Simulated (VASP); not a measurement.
# SnO2 (C222_1) in VASP: notebook, part 2 of 2

VASP 6.6.1. Earlier steps stand in the parts before.

## 5. Single point, PBE+D3(BJ)

This run uses another cell than the first one, of 14.62 Å³/atom, 0.927 times its volume.

File INCAR:

```
SYSTEM = SnO2
ALGO     = Normal         ! electronic algorithm
EDIFF    = 1E-7           ! SCF threshold, eV
ENCUT    = 520            ! plane-wave cutoff, eV
GGA      = PE             ! functional
ISIF     = 2              ! what is computed and relaxed
ISMEAR   = 0              ! smearing method
IVDW     = 12             ! dispersion correction
LASPH    = .TRUE.         ! aspherical terms in the spheres
LCHARG   = .FALSE.        ! write CHGCAR
LREAL    = .FALSE.        ! projectors in reciprocal space
LWAVE    = .FALSE.        ! write WAVECAR
NBANDS   = 35             ! bands
NELM     = 60             ! most SCF steps
PREC     = Accurate       ! precision mode
SIGMA    = 0.05           ! smearing width, eV
```

File KPOINTS:

```
k-points
0
G
  12 12 4
  0 0 0
```

File POSCAR:

```
SnO2
1.0
    3.1575531076      0.0000000000      0.0000000000
   -1.5787765538      2.7345212049      0.0000000000
    0.0000000000      0.0000000000     10.1605007849
Sn O
2 4
Direct
   -0.1169759215      0.0000000000      0.5000000000
    0.1169759215      0.0000000000      0.0000000000
    0.5482055332      0.3333333333      0.4017901351
    0.7851278001      0.3333333333      0.0982098649
    0.2148721999      0.6666666667      0.5982098649
    0.4517944668      0.6666666667      0.9017901351
```

Launch:

```
> cat potpaw_PBE.64/Sn_d/POTCAR potpaw_PBE.64/O/POTCAR > POTCAR
> mpirun -np 1 vasp_std > vasp.out
```

It took 2.4 min on 1 thread of Intel Xeon 6975P-C (Granite Rapids), shared host; peak memory 0.43 GiB.

The run converged. Its results:

```
Free energy                : -37.1968 eV
Pressure                   : 8.3 GPa
Largest force              : 0.691 eV/Å
Band gap on the k mesh     : 2.45 eV, indirect (least direct gap 2.86 eV)
Dispersion energy per atom : -0.174 eV
```

Forces in eV/Å, atoms in the order of the input:
```
Sn  -0.090  0.000  0.000
Sn   0.090  0.000  0.000
O    0.009 -0.004 -0.690
O   -0.009 -0.004  0.690
O    0.009  0.004  0.690
O   -0.009  0.004 -0.690
```

Stress tensor (GPa, compression positive):
```
10.43  0.00  0.00
 0.00 10.23  0.00
 0.00  0.00  4.19
```

Levels at points of the mesh, in eV from the valence-band top:
| k point | band 22 | band 23 | band 24 | band 25 | band 26 | band 27 | band 28 | band 29 | band 30 | band 31 |
| --- | --- | --- | --- | --- | --- | --- | --- | --- | --- | --- |
| (0.00, 0.00, 0.00) | -0.88 | -0.87 | -0.86 | -0.85 | -0.41 | 2.45 | 3.40 | 5.78 | 6.14 | 10.98 |
| (0.50, 0.00, 0.00) | -1.27 | -0.55 | -0.52 | -0.50 | -0.10 | 5.71 | 5.86 | 7.31 | 7.89 | 10.44 |
| (0.00, 0.50, 0.00) | -1.23 | -0.58 | -0.53 | -0.52 | -0.05 | 5.70 | 5.87 | 7.25 | 8.01 | 10.31 |
| (0.00, 0.00, 0.50) | -0.87 | -0.87 | -0.87 | -0.85 | -0.85 | 2.93 | 2.93 | 5.98 | 5.98 | 10.99 |
| (0.50, 0.00, 0.50) | -1.44 | -0.53 | -0.53 | -0.29 | -0.29 | 5.79 | 5.79 | 7.58 | 7.58 | 10.66 |
| (0.00, 0.50, 0.50) | -1.45 | -0.53 | -0.53 | -0.28 | -0.28 | 5.79 | 5.79 | 7.61 | 7.61 | 10.50 |

Caveat: spin-orbit coupling is left out, which moves the levels of the heavy elements. A k mesh can miss the band edges.

## 6. Single point, PBE+D3(BJ)

This run uses another cell than the first one, of 15.38 Å³/atom, 0.976 times its volume.

File INCAR:

```
PREC = Accurate ; ENCUT = 520
EDIFF = 1E-6 ; ISMEAR = 0
SIGMA = 0.05 ; LREAL = F
LASPH = T ; NELM = 80
ALGO = Normal ; ISIF = 2
LWAVE = F ; LCHARG = T
GGA = PE ; IVDW = 12
LELF = T ; LVHAR = T
NBANDS = 35
```

File KPOINTS:

```
Automatic mesh
0
Gamma
  12 12 4
```

File POSCAR:

```
SnO2
1.0
    3.2111798104      0.0000000000      0.0000000000
   -1.6055899052      2.7809632919      0.0000000000
    0.0000000000      0.0000000000     10.3330629359
Sn O
2 4
Direct
   -0.0779839477      0.0000000000      0.5000000000
    0.0779839477      0.0000000000      0.0000000000
    0.5876925777      0.3333333333      0.4017901351
    0.7456407556      0.3333333333      0.0982098649
    0.2543592444      0.6666666667      0.5982098649
    0.4123074223      0.6666666667      0.9017901351
```

Potentials or basis: VASP PAW PBE potentials, release 64 (Sn_d, O).

Launch:

```
> cat potpaw_PBE.64/Sn_d/POTCAR potpaw_PBE.64/O/POTCAR > POTCAR
> mpirun -np 1 vasp_std > vasp.out
```

Run time: 4.6 min. Hardware: 1 thread of Intel Xeon Platinum 8488C (Sapphire Rapids), shared host; peak memory 0.44 GiB.

Results (log left out):

| Property | Result |
| --- | --- |
| Free energy | -37.3061 eV |
| Pressure | 0.5 GPa |
| Largest force | 0.066 eV/Å |
| Band gap on the k mesh | 2.09 eV, indirect (least direct gap 2.44 eV) |
| Dispersion energy per atom | -0.165 eV |

Forces in eV/Å, atoms in the order of the input:
```
Sn  -0.049  0.000  0.000
Sn   0.049  0.000  0.000
O   -0.002 -0.002 -0.065
O    0.002 -0.002  0.065
O   -0.002  0.002  0.065
O    0.002  0.002 -0.065
```

Stress tensor (GPa, compression positive):
```
 0.84  0.00  0.00
 0.00  0.76  0.00
 0.00  0.00 -0.09
```

Levels at points of the mesh, in eV from the valence-band top:
```tsv
k point	band 24	band 25	band 26	band 27	band 28	band 29
(0.00, 0.00, 0.00)	-0.90	-0.89	-0.36	2.09	2.97	5.45
(0.50, 0.00, 0.00)	-0.55	-0.55	-0.08	5.19	5.34	6.96
(0.00, 0.50, 0.00)	-0.58	-0.56	-0.07	5.18	5.35	6.94
(0.00, 0.00, 0.50)	-0.91	-0.78	-0.78	2.55	2.55	5.66
(0.50, 0.00, 0.50)	-0.58	-0.29	-0.29	5.26	5.26	7.26
(0.00, 0.50, 0.50)	-0.58	-0.29	-0.29	5.26	5.26	7.27
```

Caveat: spin-orbit coupling is left out, which moves the levels of the heavy elements.

## 7. Overview

```tsv
cell	gap on the mesh (eV)	pressure (GPa)	largest force (eV/Å)
a = 3.238, b = 3.238, c = 10.419 Å, angles 90.0, 90.0, 120.0°, 6 atoms	1.94	-2.7	0.20
a = 3.265, b = 3.265, c = 10.506 Å, angles 90.0, 90.0, 120.0°, 6 atoms	1.88	-5.7	0.42
a = 3.131, b = 3.131, c = 10.075 Å, angles 90.0, 90.0, 120.0°, 6 atoms	2.59	13.0	1.03
a = 3.158, b = 3.158, c = 10.161 Å, angles 90.0, 90.0, 120.0°, 6 atoms	2.45	8.3	0.69
a = 3.211, b = 3.211, c = 10.333 Å, angles 90.0, 90.0, 120.0°, 6 atoms	2.09	0.5	0.07
```

Alike in all rows: task single point; level PBE+D3(BJ); potentials or basis VASP PAW PBE potentials, release 64 (Sn_d, O); no spin polarisation; k mesh 12 × 12 × 4; cutoff (eV) 520; smearing gaussian 0.05 eV.

Caveats: spin-orbit coupling is left out, which moves the levels of the heavy elements; forces of over 1 eV/Å act on the atoms, so gaps and moduli don't describe the material at rest (some runs).

Total energies depend on the potentials used, so only differences within one code and one set of settings carry meaning.
